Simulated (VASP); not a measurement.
## Yb2TaGa6: single point with r2SCAN+U

Crystal: Yb2TaGa6.

```xyz
9
Lattice="0.0000 4.3723 4.3723 4.3723 0.0000 4.3723 4.3723 4.3723 0.0000" Properties=species:S:1:pos:R:3 pbc="T T T"
Ta    4.3723    4.3723    4.3723
Ga    1.9133    4.3723    4.3723
Ga    4.3723    1.9133    4.3723
Ga    6.8313    4.3723    4.3723
Ga    4.3723    6.8313    4.3723
Ga    4.3723    4.3723    1.9133
Ga    4.3723    4.3723    6.8313
Yb    2.1862    2.1862    2.1862
Yb    6.5585    6.5585    6.5585
```

```
Program                : VASP 6.6.1
Task                   : single point
Functional             : r2SCAN
Potentials or basis    : VASP PAW PBE potentials, release 64 (Ta_pv, Ga_d, Yb)
Cutoff                 : 520 eV
k mesh                 : 5 × 5 × 5
Occupations            : gaussian, width 0.1375 eV
Spin                   : no spin polarisation
Hubbard terms          : Yb f U = 6.95 eV
Dipole correction      : no
Further INCAR settings : ALGO = Normal; EDIFF = 1e-07; NBANDS = 78
```

| Property | Result |
| --- | --- |
| Pressure | 7.7 GPa |
| Largest force | 1.195 eV/Å |
| Band gap on the k mesh | zero (an odd number of electrons rules out a gap without spin polarisation) |

Forces on the atoms (eV/Å):
```
Ta   0.000  0.000  0.000
Ga  -1.195  0.000  0.000
Ga   0.000 -1.195  0.000
Ga   1.195  0.000  0.000
Ga   0.000  1.195  0.000
Ga   0.000  0.000 -1.195
Ga   0.000  0.000  1.195
Yb   0.000  0.000  0.000
Yb   0.000  0.000  0.000
```

Levels at points of the mesh, in eV from the Fermi level:
```csv
k point,band 65,band 66,band 67,band 68,band 69,band 70,band 71,band 72
"(0.00, 0.00, 0.00)",-0.97,-0.70,-0.70,-0.70,2.22,2.22,2.22,2.25
```

Eigenvalues of the final occupation matrices:
```csv
site,spin,trace,eigenvalues
site 8 f,1,6.89,0.98 0.98 0.98 0.98 0.99 0.99 0.99
site 8 f,2,6.89,0.98 0.98 0.98 0.98 0.99 0.99 0.99
site 9 f,1,6.89,0.98 0.98 0.98 0.98 0.99 0.99 0.99
site 9 f,2,6.89,0.98 0.98 0.98 0.98 0.99 0.99 0.99
```

Wall time 27 min on 1 thread of Intel(R) Xeon(R) Platinum 8259CL CPU @ 2.50GHz (Skylake/Cascade Lake), with other jobs on the host, peak memory 0.44 GiB.

Caveat: the cell stands under pressure; the PAW data sets were made with another functional, which shifts forces and pressure a little; spin-orbit coupling is left out, which moves the levels of the heavy elements; U without spin polarisation on a metal has little footing. Spin polarisation is off, so any magnetic state and its effect on volume and gap are missing.
